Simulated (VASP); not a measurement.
# B7P (P6/mmm) in VASP: a series of runs, part 2 of 2

VASP 6.6.1. The steps go on from the part before.

## Step 5: Single point, PBE

This run uses another cell than the first one, of 10.69 Å³/atom, 0.990 times its volume.

Contents of INCAR:

```
SYSTEM = B7P
PREC = Accurate
ENCUT = 520
EDIFF = 1E-7
ISMEAR = 0
SIGMA = 0.1
LREAL = .False.
LASPH = .True.
NELM = 60
ALGO = Normal
ISIF = 2
LWAVE = .False.
LCHARG = .False.
GGA = PE
NBANDS = 23
```

Contents of KPOINTS:

```
Automatic mesh
0
Gamma
  6 6 4
  0 0 0
```

Contents of POSCAR:

```
B7P
1.0
    3.6672472016      0.0000000000      0.0000000000
   -1.8336236008      3.1759292386      0.0000000000
    0.0000000000      0.0000000000      7.3452960170
B P
7 1
Direct
    0.5000000000      0.0000000000      0.0000000000
    0.0000000000      0.5000000000      0.0000000000
    0.5000000000      0.5000000000      0.0000000000
    0.5000000000      0.0000000000      0.5000000000
    0.0000000000      0.5000000000      0.5000000000
    0.5000000000      0.5000000000      0.5000000000
    0.0000000000      0.0000000000      0.5000000000
    0.0000000000      0.0000000000      0.0000000000
```

Launch:

```sh
> cat potpaw_PBE.64/B/POTCAR potpaw_PBE.64/P/POTCAR > POTCAR
> mpirun -np 1 vasp_std > vasp.out
```

Run time: 23 s. Hardware: 1 thread of Intel Xeon Platinum 8559C (Emerald Rapids), shared host; peak memory 0.19 GiB.

It converged, with:

```yaml
Free_energy: -42.4307 eV
Pressure: -0.2 GPa
Band_gap_on_the_k_mesh: zero (band 13 reaches 5.57 eV, above the bottom of band 14 at 3.36 eV)
```

Stress tensor (GPa, compression positive):
```
-0.40  0.00  0.00
 0.00 -0.40  0.00
 0.00  0.00  0.23
```

Levels at points of the mesh, in eV from the Fermi level:
```csv
k point,band 10,band 11,band 12,band 13,band 14,band 15
"(0.00, 0.00, 0.00)",-5.46,-1.94,-1.38,-1.38,0.34,0.34
"(0.50, 0.00, 0.00)",-3.91,-2.11,-1.90,0.48,2.38,2.76
"(0.00, 0.00, 0.50)",-6.24,-1.93,-1.37,-1.37,0.29,0.30
"(0.50, 0.00, 0.50)",-3.33,-2.78,-2.73,0.48,2.70,3.02
```

Caveat: this functional lacks dispersion, which binds the layers, so the pressure and a relaxed spacing across them are unreliable.

## Step 6: Relaxation of cell and atoms, PBE

This run uses another cell than the first one, of 9.23 Å³/atom, 0.854 times its volume.

Contents of INCAR:

```
SYSTEM = B7P
PREC = Accurate ; ENCUT = 600
EDIFF = 1E-6 ; ISMEAR = 0
SIGMA = 0.1 ; LREAL = .FALSE.
LASPH = .TRUE. ; NELM = 100
ALGO = Normal ; ISIF = 3
LWAVE = .FALSE. ; LCHARG = .FALSE.
GGA = PE ; IBRION = 2
NSW = 90 ; EDIFFG = -0.04
```

Contents of KPOINTS:

```
regular mesh
0
G
  6 6 4
  0 0 0
```

POSCAR, as its differences from that of step 5:

```diff
@@ -2,5 +2,5 @@
 1.0
-    3.6672472016      0.0000000000      0.0000000000
-   -1.8336236008      3.1759292386      0.0000000000
-    0.0000000000      0.0000000000      7.3452960170
+    3.7637882400      0.0000000000      0.0000000000
+   -1.8818941200      3.2595362300      0.0000000000
+    0.0000000000      0.0000000000      6.0177083800
 B P
```

Potentials or basis: VASP PAW PBE potentials, release 64 (B, P).

Launch:

```sh
> cat potpaw_PBE.64/B/POTCAR potpaw_PBE.64/P/POTCAR > POTCAR
> mpirun -np 1 vasp_std > vasp.out
```

It took 2.7 min on 1 thread of Intel Xeon Platinum 8559C (Emerald Rapids), shared host; peak memory 0.2 GiB.

The run converged. Its results:

```
Free energy                            : -42.4317 eV
Relaxed volume                         : 11.02 Å³/atom
Relaxed cell                           : a = 3.665 Å, b = 3.665 Å, c = 7.581 Å, α = 90.00°, β = 90.00°, γ = 120.00°
Space group after relaxing (to 0.05 Å) : P6/mmm (No. 191)
Energy gained by relaxing              : 42.5 meV/atom
Ionic steps                            : 15
Pressure after relaxing                : 0.2 GPa
Band gap on the k mesh                 : zero (band 13 reaches 5.24 eV, above the bottom of band 14 at 3.12 eV)
```

Stress tensor (GPa, compression positive):
```
 0.47  0.00  0.00
 0.00  0.47  0.00
 0.00  0.00 -0.27
```

Step by step:
| step | energy change (eV) | largest force (eV/Å) | pressure (GPa) | volume (Å³) |
| --- | --- | --- | --- | --- |
| 1 | 0.0000 | 0.0000 | -7.23 | 73.83 |
| 2 | -0.1008 | 0.0000 | 6.79 | 69.43 |
| 3 | -0.1273 | 0.0000 | 1.50 | 70.77 |
| 4 | -0.1274 | 0.0000 | 1.77 | 70.69 |
| 5 | -0.1532 | 0.0000 | 1.87 | 71.36 |
| 6 | -0.2234 | 0.0000 | 2.44 | 73.32 |
| 7 | -0.2550 | 0.0000 | 5.63 | 77.14 |
| 8 | -0.2681 | 0.0000 | 4.96 | 77.72 |
| 9 | -0.3006 | 0.0000 | 3.09 | 79.49 |
| 10 | -0.3322 | 0.0000 | -0.12 | 83.09 |
| 11 | -0.3339 | 0.0000 | -0.92 | 84.13 |
| 12 | -0.3339 | 0.0000 | -1.03 | 84.28 |
| 13 | -0.3366 | 0.0000 | -0.87 | 84.77 |
| 14 | -0.3405 | 0.0000 | -0.51 | 85.91 |
| 15 | -0.3399 | 0.0000 | 0.23 | 88.17 |

Final structure:
```
CELL_PARAMETERS angstrom
3.66460 0.00000 0.00000
-1.83230 3.17364 0.00000
0.00000 0.00000 7.58094
ATOMIC_POSITIONS crystal
B 0.50000 0.00000 0.00000
B 0.00000 0.50000 0.00000
B 0.50000 0.50000 0.00000
B 0.50000 0.00000 0.50000
B 0.00000 0.50000 0.50000
B 0.50000 0.50000 0.50000
B 0.00000 0.00000 0.50000
P 0.00000 0.00000 0.00000
```

Levels at points of the mesh, in eV from the Fermi level:
```csv
k point,band 10,band 11,band 12,band 13,band 14,band 15
"(0.00, 0.00, 0.00)",-5.66,-1.94,-1.38,-1.38,0.33,0.33
"(0.50, 0.00, 0.00)",-3.82,-2.28,-2.09,0.46,2.45,2.86
"(0.00, 0.00, 0.50)",-6.27,-1.93,-1.38,-1.38,0.30,0.31
"(0.50, 0.00, 0.50)",-3.35,-2.79,-2.75,0.46,2.69,3.01
```

Caveat: the volume moved by over 15 % at a fixed basis, so the end points are rough; this functional lacks dispersion, which binds the layers, so the pressure and a relaxed spacing across them are unreliable.

## Step 7: The runs side by side

```tsv
task	cell	k mesh	cutoff (eV)	gap on the mesh (eV)	pressure (GPa)
single point	a = 3.669, b = 3.669, c = 7.409 Å, angles 90.0, 90.0, 120.0°, 8 atoms	12 × 12 × 6	520	none	-0.2
relaxation of cell and atoms	relaxed from a = 3.667, b = 3.667, c = 7.345 Å, angles 90.0, 90.0, 120.0°, 8 atoms	12 × 12 × 6	600	none	0.0
single point	a = 3.764, b = 3.764, c = 6.018 Å, angles 90.0, 90.0, 120.0°, 8 atoms	6 × 6 × 4	520	none	-7.2
single point	a = 3.667, b = 3.667, c = 7.345 Å, angles 90.0, 90.0, 120.0°, 8 atoms	6 × 6 × 4	520	none	-0.2
relaxation of cell and atoms	relaxed from a = 3.764, b = 3.764, c = 6.018 Å, angles 90.0, 90.0, 120.0°, 8 atoms	6 × 6 × 4	600	none	0.2
```

Alike in all rows: level PBE; potentials or basis VASP PAW PBE potentials, release 64 (B, P); no spin polarisation; smearing gaussian 0.1 eV.

Caveats: this functional lacks dispersion, which binds the layers, so the pressure and a relaxed spacing across them are unreliable; the relaxation stopped at its first step, so nothing moved (some runs); the volume moved by over 15 % at a fixed basis, so the end points are rough (some runs).

Total energies depend on the potentials used, so only differences within one code and one set of settings carry meaning.
